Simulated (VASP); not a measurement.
Runs of VASP 6.6.1 on H. The structure is that of space group Fm-3m (No. 225), or close to it. The cells are those of the table. 

```csv
task,cell,k mesh,cutoff (eV),gap on the mesh (eV),pressure (GPa),relaxed volume (Å³/atom)
relaxation of cell and atoms,"relaxed from a = 1.602 Å, angles 60.0°, 1 atom",42 × 42 × 42,600,none,0.1,(a)
relaxation of cell and atoms,"relaxed from a = 2.433 Å, angles 60.0°, 1 atom",8 × 8 × 8,600,none,-0.5,2.93
single point,"a = 1.604 Å, angles 60.0°, 1 atom",42 × 42 × 42,520,none,-0.7,-
relaxation of cell and atoms,"relaxed from a = 1.605 Å, angles 60.0°, 1 atom",12 × 12 × 12,600,none,-1.1,-
single point,"a = 1.602 Å, angles 60.0°, 1 atom",12 × 12 × 12,520,none,-0.7,-
```

Alike in all rows: level PBEsol; potentials or basis VASP PAW PBE potentials, release 64 (H); no spin polarisation; smearing gaussian 0.1 eV.

Q: Estimate the missing entries.

A: (a) 2.90.

Caveats: some runs use coarse meshes; the atoms stand far beyond bonding distance, and open shells without spin polarisation read as a metal; the PAW data sets were made with another functional, which shifts forces and pressure a little; the volume moved by over 15 % at a fixed basis, so the end points are rough (at least some runs).

A gap of «none» marks levels without a gap at the run's occupations.
